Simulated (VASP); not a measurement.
# Te2Mo in VASP: a series of runs, part 2 of 2

VASP 6.6.1. The steps go on from the part before.

### Step 4. Single point, LDA (strain -0.040 along x and y, -0.040 along z)

Contents of INCAR:

```
SYSTEM = Te2Mo
PREC = Accurate ; ENCUT = 520
EDIFF = 1E-6 ; ISMEAR = 0
SIGMA = 0.05 ; LREAL = .FALSE.
LASPH = .TRUE. ; NELM = 60
ALGO = Normal ; ISIF = 2
LWAVE = .FALSE. ; LCHARG = .FALSE.
GGA = CA ; NBANDS = 20
```

Contents of KPOINTS:

```
Automatic mesh
0
G
  12 12 2
  0 0 0
```

Contents of POSCAR:

```
Te2Mo
1.0
    3.4178235014      0.0000000000      0.0000000000
   -1.7089117507      2.9599219779      0.0000000000
    0.0000000000      0.0000000000     16.8230955072
Te Mo
2 1
Direct
    0.3333333333      0.6666666667      0.8978554500
    0.3333333333      0.6666666667      0.1021445500
    0.0000000000      0.0000000000      0.0000000000
```

Potentials or basis: VASP PAW LDA potentials, release 64 (Te, Mo_sv).

Started as:

```console
> cat potpaw_LDA.64/Te/POTCAR potpaw_LDA.64/Mo_sv/POTCAR > POTCAR
> mpirun -np 1 vasp_std > vasp.out
```

OUTCAR:

```text
SYSTEM = Te2Mo
   PREC = Accurate
   ENCUT = 520
   EDIFF = 1E-6
   ISMEAR = 0
   LREAL = .FALSE.
   LASPH = .TRUE.
   NELM = 60
   ISIF = 2
   GGA = CA

 ion  position               nearest neighbor table
   1  0.333  0.667  0.898-   3 2.62   3 2.62   3 2.62   2 3.44
   2  0.333  0.667  0.102-   3 2.62   3 2.62   3 2.62   1 3.44
   3  0.000  0.000  0.000-   1 2.62   2 2.62   1 2.62   2 2.62   1 2.62   2 2.62

  LATTYP: Found a hexagonal cell.
 ALAT       =     3.4178235014
 C/A-ratio  =     4.9221662559

  Lattice vectors:

 A1 = (   3.4178235014,   0.0000000000,   0.0000000000)
 A2 = (  -1.7089117507,   2.9599219779,   0.0000000000)
 A3 = (   0.0000000000,   0.0000000000,  16.8230955072)

Analysis of symmetry for initial positions (statically):
=====================================================================
 Subroutine PRICEL returns:
 Original cell was already a primitive cell.

 Routine SETGRP: Setting up the symmetry group for a
 hexagonal supercell.

 Subroutine GETGRP returns: Found 12 space group operations
 (whereof 12 operations were pure point group operations)
 out of a pool of 24 trial point group operations.

The static configuration has the point symmetry D_3h.
[... 158 lines left out ...]
  ext. energy  EPLUGINS =         0.00000000
  ---------------------------------------------------
  free energy    TOTEN  =       -20.29576636 eV

  energy without entropy =      -20.29576636  energy(sigma->0) =      -20.29576636

 E-fermi :   0.7981     XC(G=0):  -5.1497

 val. band max:        0.4090488827   @ k =   0.3333   0.3333   0.5000
 cond. band min:       1.6591289821   @ k =   0.3333   0.3333   0.0000
 fundamental gap:      1.2500800994
 Fermi energy:         0.7980938295

 k-point     1 :       0.0000    0.0000    0.0000
  band No.  band energies     occupation
      1     -59.6427      2.00000
      2     -34.0959      2.00000
      3     -33.8957      2.00000
      4     -33.8957      2.00000
      5     -12.7476      2.00000
      6     -11.5027      2.00000
[... 541 lines left out ...]
     19       6.6976      0.00000
     20       6.8188      0.00000

 [... further k-points ...]
[... 5 lines left out ...]
  --------------------------------------------------------------------------------------
  -------------------------------------------------------------------------------------
  Total        3.4672164      3.4672164      5.7328116      0.0000000      0.0000000      0.0000000
  in kB       32.6404191     32.6404191     53.9687606      0.0000000      0.0000000      0.0000000
  external PRESSURE =      39.7498663 kB  Pullay stress =       0.0000000 kB

 VOLUME and BASIS-vectors are now :
 -----------------------------------------------------------------------------
  energy-cutoff  :      520.00
  volume of cell :      170.19
      direct lattice vectors                 reciprocal lattice vectors
     3.417823501  0.000000000  0.000000000     0.292583862  0.168923372  0.000000000
    -1.708911751  2.959921978  0.000000000     0.000000000  0.337846743  0.000000000
     0.000000000  0.000000000 16.823095507     0.000000000  0.000000000  0.059442093

 POSITION                                       TOTAL-FORCE (eV/Angst)
 -----------------------------------------------------------------------------------
     -0.00000      1.97328     15.10471         0.000000     -0.000000     -1.672241
     -0.00000      1.97328      1.71839         0.000000     -0.000000      1.672241
      0.00000      0.00000      0.00000        -0.000000      0.000000     -0.000000
 -----------------------------------------------------------------------------------
    total drift:                                0.000000     -0.000000     -0.000000

  FREE ENERGIE OF THE ION-ELECTRON SYSTEM (eV)
  ---------------------------------------------------
  free  energy   TOTEN  =       -20.2957663645 eV

  energy  without entropy=      -20.2957663645  energy(sigma->0) =      -20.29576636
```

OSZICAR:

```text
N       E                     dE             d eps       ncg     rms          rms(c)
DAV:   1     0.155048731208E+03    0.15505E+03   -0.11581E+04  1912   0.105E+03
DAV:   2    -0.124039900028E+02   -0.16745E+03   -0.16304E+03  1996   0.247E+02
DAV:   3    -0.207395962088E+02   -0.83356E+01   -0.82720E+01  1992   0.482E+01
[... 12 lines left out ...]
DAV:  16    -0.202956446834E+02   -0.42058E-04   -0.22698E-06  1680   0.705E-03    0.447E-03
DAV:  17    -0.202957327595E+02   -0.88076E-04   -0.44441E-06  1492   0.561E-03    0.538E-03
DAV:  18    -0.202957589232E+02   -0.26164E-04   -0.94534E-07  1348   0.285E-03    0.235E-03
DAV:  19    -0.202957654629E+02   -0.65397E-05   -0.18183E-07  1296   0.159E-03    0.170E-03
DAV:  20    -0.202957663645E+02   -0.90165E-06   -0.20623E-08  1112   0.646E-04
   1 F= -.20295766E+02 E0= -.20295766E+02  d E =-.199397E-29
```

Run time: 5.2 min. Hardware: 1 thread of Intel Xeon 8259CL, shared host; peak memory 0.31 GiB.

Results:

```yaml
Free_energy: -20.2958 eV
Largest_force: 1.672 eV/Å
Band_gap_on_the_k_mesh: 1.25 eV
```

Forces in eV/Å, atoms in the order of the input:
```
Te   0.000  0.000 -1.672
Te   0.000  0.000  1.672
Mo   0.000  0.000  0.000
```

Levels at points of the mesh, in eV from the valence-band top:
| k point | band 11 | band 12 | band 13 | band 14 | band 15 | band 16 |
| --- | --- | --- | --- | --- | --- | --- |
| (0.00, 0.00, 0.00) | -0.93 | -0.93 | -0.45 | 3.70 | 3.70 | 4.16 |
| (0.50, 0.00, 0.00) | -1.50 | -0.73 | -0.12 | 1.68 | 2.06 | 3.82 |
| (0.00, 0.00, 0.50) | -0.93 | -0.93 | -0.45 | 3.70 | 3.70 | 4.16 |
| (0.50, 0.00, 0.50) | -1.50 | -0.73 | -0.12 | 1.68 | 2.06 | 3.82 |

Caveat: the cell differs from its parent crystal (strain -0.040 along x and y, -0.040 along z); spin-orbit coupling is left out, which moves the levels of the heavy elements.

### Step 5. Single point, LDA (strain -0.080 along x and y, +0.080 along z)

Contents of INCAR:

```
SYSTEM = Te2Mo
PREC = Accurate
ENCUT = 520
EDIFF = 1E-7
ISMEAR = 0
SIGMA = 0.05
LREAL = .FALSE.
LASPH = .TRUE.
NELM = 80
ALGO = Normal
ISIF = 2
LWAVE = .FALSE.
LCHARG = .FALSE.
NBANDS = 20
```

Contents of KPOINTS:

```
regular mesh
0
G
  12 12 2
  0 0 0
```

Contents of POSCAR:

```
Te2Mo
1.0
    3.2754141889      0.0000000000      0.0000000000
   -1.6377070944      2.8365918955      0.0000000000
    0.0000000000      0.0000000000     18.9259824456
Te Mo
2 1
Direct
    0.3333333333      0.6666666667      0.8978554500
    0.3333333333      0.6666666667      0.1021445500
    0.0000000000      0.0000000000      0.0000000000
```

Started as:

```console
> cat potpaw_LDA.64/Te/POTCAR potpaw_LDA.64/Mo_sv/POTCAR > POTCAR
> mpirun -np 1 vasp_std > vasp.out
```

It took 5 min on 1 thread of Intel Xeon 8259CL, shared host; peak memory 0.31 GiB.

Results (log left out):

```
Free energy            : -20.1637 eV
Largest force          : 0.735 eV/Å
Band gap on the k mesh : 0.45 eV (least direct gap 1.04 eV)
```

Forces on the atoms (eV/Å):
```
Te   0.000  0.000  0.735
Te   0.000  0.000 -0.735
Mo   0.000  0.000  0.000
```

Levels at points of the mesh, in eV from the valence-band top:
```
           k point  band 10  band 11  band 12  band 13  band 14  band 15  band 16  band 17
(0.00, 0.00, 0.00)    -1.57    -1.57    -0.71    -0.71     3.47     3.61     3.61     3.81
(0.50, 0.00, 0.00)    -2.76    -2.40    -1.41     0.00     1.30     1.75     2.75     3.41
(0.00, 0.00, 0.50)    -1.57    -1.57    -0.71    -0.71     3.51     3.61     3.61     3.74
(0.50, 0.00, 0.50)    -2.76    -2.40    -1.41     0.00     1.30     1.75     2.75     3.41
```

Caveat: the cell differs from its parent crystal (strain -0.080 along x and y, +0.080 along z); spin-orbit coupling is left out, which moves the levels of the heavy elements.

### Step 6. Single point, LDA (strain +0.000 along x and y, -0.080 along z)

Contents of INCAR:

```
SYSTEM = Te2Mo
ALGO     = Normal         ! electronic algorithm
EDIFF    = 1E-6           ! SCF threshold, eV
ENCUT    = 520            ! plane-wave cutoff, eV
ISIF     = 2              ! what is computed and relaxed
ISMEAR   = 0              ! smearing method
LASPH    = .TRUE.         ! aspherical terms in the spheres
LCHARG   = .FALSE.        ! write CHGCAR
LREAL    = .FALSE.        ! projectors in reciprocal space
LWAVE    = .FALSE.        ! write WAVECAR
NBANDS   = 20             ! bands
NELM     = 80             ! most SCF steps
PREC     = Accurate       ! precision mode
SIGMA    = 0.05           ! smearing width, eV
```

Contents of KPOINTS:

```
k-points
0
G
  12 12 2
  0 0 0
```

Contents of POSCAR:

```
Te2Mo
1.0
    3.5602328140      0.0000000000      0.0000000000
   -1.7801164070      3.0832520603      0.0000000000
    0.0000000000      0.0000000000     16.1221331944
Te Mo
2 1
Direct
    0.3333333333      0.6666666667      0.8978554500
    0.3333333333      0.6666666667      0.1021445500
    0.0000000000      0.0000000000      0.0000000000
```

Potentials or basis: VASP PAW LDA potentials, release 64 (Te, Mo_sv).

Started as:

```console
> cat potpaw_LDA.64/Te/POTCAR potpaw_LDA.64/Mo_sv/POTCAR > POTCAR
> mpirun -np 1 vasp_std > vasp.out
```

Run time: 5.3 min. Hardware: 1 thread of Intel Xeon 8259CL, shared host; peak memory 0.32 GiB.

The run converged. Its results:

* Free energy: -20.2025 eV
* Largest force: 1.988 eV/Å
* Band gap on the k mesh: 0.71 eV (least direct gap 0.86 eV)

Forces on the atoms (eV/Å):
```
Te   0.000  0.000 -1.988
Te   0.000  0.000  1.988
Mo   0.000  0.000  0.000
```

Levels at points of the mesh, in eV from the valence-band top:
| k point | band 11 | band 12 | band 13 | band 14 | band 15 | band 16 |
| --- | --- | --- | --- | --- | --- | --- |
| (0.00, 0.00, 0.00) | -1.23 | -1.09 | 0.00 | 3.24 | 3.24 | 3.74 |
| (0.50, 0.00, 0.00) | -1.12 | -0.69 | -0.63 | 1.26 | 1.65 | 3.75 |
| (0.00, 0.00, 0.50) | -1.23 | -1.09 | 0.00 | 3.24 | 3.24 | 3.74 |
| (0.50, 0.00, 0.50) | -1.12 | -0.69 | -0.63 | 1.26 | 1.65 | 3.75 |

Caveat: the cell differs from its parent crystal (strain +0.000 along x and y, -0.080 along z); spin-orbit coupling is left out, which moves the levels of the heavy elements.

### Step 7. Summary

| cell | gap on the mesh (eV) | largest force (eV/Å) |
| --- | --- | --- |
| a = 3.418, b = 3.418, c = 16.122 Å, angles 90.0, 90.0, 120.0°, 3 atoms | 1.12 | 3.17 |
| a = 3.275, b = 3.275, c = 18.225 Å, angles 90.0, 90.0, 120.0°, 3 atoms | 0.70 | 0.26 |
| a = 3.418, b = 3.418, c = 16.823 Å, angles 90.0, 90.0, 120.0°, 3 atoms | 1.25 | 1.67 |
| a = 3.275, b = 3.275, c = 18.926 Å, angles 90.0, 90.0, 120.0°, 3 atoms | 0.45 | 0.74 |
| a = 3.560, b = 3.560, c = 16.122 Å, angles 90.0, 90.0, 120.0°, 3 atoms | 0.71 | 1.99 |

Alike in all rows: task single point; level LDA; potentials or basis VASP PAW LDA potentials, release 64 (Te, Mo_sv); no spin polarisation; k mesh 12 × 12 × 2; cutoff (eV) 520; smearing gaussian 0.05 eV.

Caveats: spin-orbit coupling is left out, which moves the levels of the heavy elements.

Total energies depend on the potentials used, so only differences within one code and one set of settings carry meaning.
